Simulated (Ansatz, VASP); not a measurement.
**Two plane-wave programs on SnSe**

Contents of INCAR:

```
  PREC = Accurate
  ENCUT = 520
  EDIFF = 1E-7
  ISMEAR = 0
  SIGMA = 0.01
  LREAL = False
  LASPH = True
  NELM = 100
  ALGO = Normal
  ISIF = 2
  LWAVE = False
  LCHARG = False
  GGA = PE
  NBANDS = 28
```

File KPOINTS:

```
Automatic mesh
0
Gamma
  6 6 4
```

Contents of POSCAR:

```
SnSe
1.0
    5.0533589244      0.0000000000      0.0000000000
   -2.5266794622      4.3763372029      0.0000000000
    0.0000000000      0.0000000000      6.1482254763
Sn Se
2 2
Direct
    0.3333333333      0.6666666667     -0.0420214511
    0.6666666667      0.3333333333      0.4579785489
    0.3333333333      0.6666666667      0.4170214511
    0.6666666667      0.3333333333      0.9170214511
```

Input for Ansatz:

```yaml
crystal:
  lattice:
    - [5.0533589244, 0.0, 0.0]
    - [-2.5266794622, 4.3763372029, 0.0]
    - [0.0, 0.0, 6.1482254763]
  atoms:
    - { symbol: Sn, position: [0.3333333333, 0.6666666667, -0.0420214511] }
    - { symbol: Sn, position: [0.6666666667, 0.3333333333, 0.4579785489] }
    - { symbol: Se, position: [0.3333333333, 0.6666666667, 0.4170214511] }
    - { symbol: Se, position: [0.6666666667, 0.3333333333, 0.9170214511] }
kpoints:
  mp_grid: { grid: [6, 6, 4] }
hamiltonian:
  xc: pbe
scf:
  occupations: { method: fixed }
  n_extra_bands: 5
output:
  forces: true
  stress: true
  eigenvalues: true
```

Alike in both runs: task single point; functional PBE; k mesh 6 × 6 × 4; no spin polarisation.

|  | VASP | Ansatz |
| --- | --- | --- |
| version | VASP 6.6.1 | Ansatz 0.2.0 |
| potentials or method | VASP PAW PBE potentials, release 64 (Sn_d, Se) | plane waves, PAW |
| plane-wave cutoff (eV) | 520 | 420 |
| occupations | gaussian, width 0.01 eV | fixed |
| valence electrons in the cell | 40 | 60 |

```tsv
	VASP	Ansatz	Ansatz less VASP
gap on the k mesh at the Fermi level (eV)	0.77	0.76	-0.003
pressure (GPa)	1.2	1.2	-0.01
traceless stress, the component that is largest in VASP (GPa)	0.08	0.06	-0.015
rms of the force components (eV/Å)	0.042	0.038	-0.0042
```

Atom by atom the forces differ by 0.004 eV/Å (rms over components). VASP's potentials hold 40 valence electrons a cell and Ansatz's 60, so a difference there can come from the potentials and not from the codes.
